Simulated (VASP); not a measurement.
Write the native input for VASP 6.6.1 that does the following.

```
Task                   : single point
Functional             : LDA
Potentials or basis    : VASP PAW LDA potentials, release 64 (Ta_pv, Ru_pv)
Cutoff                 : 520 eV
k mesh                 : 11 × 11 × 10
Occupations            : fermi-dirac, width 0.05 eV
Spin                   : no spin polarisation
Dipole correction      : no
Further INCAR settings : ALGO = Normal; EDIFF = 1e-06; NBANDS = 20
```

The structure of TaRu lies in POSCAR:

```
TaRu
1.0
    2.9906763899      0.0000000000      0.0000000000
    0.0000000000      2.9906763899      0.0000000000
    0.0000000000      0.0000000000      3.3198173224
Ta Ru
1 1
Direct
    0.5000000000      0.5000000000      0.5000000000
    0.0000000000      0.0000000000      0.0000000000
```

This cell differs from its parent crystal: volume scaled by 0.94.

The input as run:

INCAR

```
SYSTEM = TaRu
PREC = Accurate
ENCUT = 520
EDIFF = 1E-6
ISMEAR = -1
SIGMA = 0.05
LREAL = .False.
LASPH = .True.
NELM = 100
ALGO = Normal
ISIF = 2
LWAVE = .False.
LCHARG = .True.
GGA = CA
LELF = .True.
LVHAR = .True.
NBANDS = 20
```

KPOINTS

```
regular mesh
0
Gamma
  11 11 10
  0 0 0
```

Potentials or basis: VASP PAW LDA potentials, release 64 (Ta_pv, Ru_pv).

Run with:

```bash
$ cat potpaw_LDA.64/Ta_pv/POTCAR potpaw_LDA.64/Ru_pv/POTCAR > POTCAR
$ mpirun -np 1 vasp_std > vasp.out
```

It gave:

```
Pressure : 7.8 GPa
```

It took 82 s on 1 thread of AMD EPYC 7R43 64-Core Processor (Zen 3), with other jobs on the host, peak memory 0.15 GiB.
